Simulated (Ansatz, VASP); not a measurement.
## Two plane-wave programs on Cu

```
Cu
1.0
     2.51734    0.00000    0.00000
    -1.25867    2.18008    0.00000
     0.00000    0.00000    4.12916
Cu
2
Direct
  0.33333 0.66667 0.25000
  0.66667 0.33333 0.75000
```

Alike in both runs: functional PBEsol; k mesh 18 × 18 × 10; occupations fermi-dirac, width 0.15 eV; no spin polarisation.

Ansatz relaxed the structure, and its values are those at the end. VASP's run is a single point on that final structure, the one shown.

```csv
,VASP,Ansatz
version,VASP 6.6.1,Ansatz 0.2.0
potentials or method,"VASP PAW PBE potentials, release 64 (Cu), cutoff 520 eV","scalar-relativistic, plane waves, PAW"
valence electrons in the cell,22,38
```

|  | VASP | Ansatz | Ansatz less VASP |
| --- | --- | --- | --- |
| gap on the k mesh at the Fermi level (eV) | none | none | - |
| pressure (GPa) | 0.7 | 0.0 | -0.69 |

VASP's potentials were made for PBE, not for PBEsol. A gap of «none» marks a metal or a gap that the smearing closes. The functional is the same, so the differences come from potentials, cutoffs and numerics. VASP's potentials hold 22 valence electrons a cell and Ansatz's 38, so a difference there can come from the potentials and not from the codes.
